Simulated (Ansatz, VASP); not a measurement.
Two plane-wave programs on Sn

```
CELL_PARAMETERS angstrom
-2.83961 2.83961 1.55011
2.83961 -2.83961 1.55011
2.83961 2.83961 -1.55011
ATOMIC_POSITIONS crystal
Sn 0.00000 0.00000 0.00000
Sn 0.75000 0.25000 0.50000
```

Alike in both runs: task single point; functional PBE; dispersion D4; k mesh 10 × 10 × 10; occupations fermi-dirac, width 0.1 eV; no spin polarisation.

|  | VASP | Ansatz |
| --- | --- | --- |
| version | VASP 6.6.1 | Ansatz 0.2.0 |
| potentials or method | VASP PAW PBE potentials, release 64 (Sn_d), cutoff 520 eV | plane waves, PAW |
| valence electrons in the cell | 28 | 28 |

Ansatz gave:

- pressure (GPa): 5.6
- traceless stress, the component that is largest in VASP (GPa): -0.85

Problem. Which values does VASP return?

Solution. Pressure (GPa): 5.5; traceless stress, the component that is largest in VASP (GPa): -0.85.
